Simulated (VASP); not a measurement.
Set up this calculation in VASP 6.6.1, as the native input.

```
Task                   : single point
Functional             : PBE
Potentials or basis    : VASP PAW PBE potentials, release 64 (Bi_d, O)
Cutoff                 : 520 eV
k mesh                 : 12 × 12 × 10
Occupations            : gaussian, width 0.1 eV
Spin                   : no spin polarisation
Dipole correction      : no
Further INCAR settings : ALGO = Normal; EDIFF = 1e-06; NBANDS = 29
```

The structure of BiO lies in POSCAR:

```
BiO
1.0
    4.1570799590      0.0000000000      0.0000000000
    0.0000000000      4.1570799590      0.0000000000
    0.0000000000      0.0000000000      4.7579345659
Bi O
2 2
Direct
    0.5000000000      0.0000000000      0.7560352186
    0.0000000000      0.5000000000      0.2439647814
    0.0000000000      0.0000000000      0.0000000000
    0.5000000000      0.5000000000      0.0000000000
```

These files were run (other wordings do the same):

INCAR

```
SYSTEM = BiO
PREC = Accurate ; ENCUT = 520
EDIFF = 1E-6 ; ISMEAR = 0
SIGMA = 0.1 ; LREAL = .False.
LASPH = .True. ; NELM = 100
ALGO = Normal ; ISIF = 2
LWAVE = .False. ; LCHARG = .True.
GGA = PE ; LELF = .True.
LVHAR = .True. ; NBANDS = 29
```

KPOINTS

```
Automatic mesh
0
Gamma
  12 12 10
  0 0 0
```

Potentials or basis: VASP PAW PBE potentials, release 64 (Bi_d, O).

Run with:

```bash
$ cat potpaw_PBE.64/Bi_d/POTCAR potpaw_PBE.64/O/POTCAR > POTCAR
$ mpirun -np 1 vasp_std > vasp.out
```

It gave:

| Property | Result |
| --- | --- |
| Pressure | 0.1 GPa |
| Largest force | 0.025 eV/Å |
| Band gap on the k mesh | zero (band 21 reaches 7.94 eV, above the bottom of band 22 at 5.25 eV) |

Caveat: spin-orbit coupling is left out, which moves the levels of the heavy elements.

Wall time 3.2 min on 1 thread of AMD EPYC 9R14 (Zen 4), with other jobs on the host, peak memory 0.38 GiB.
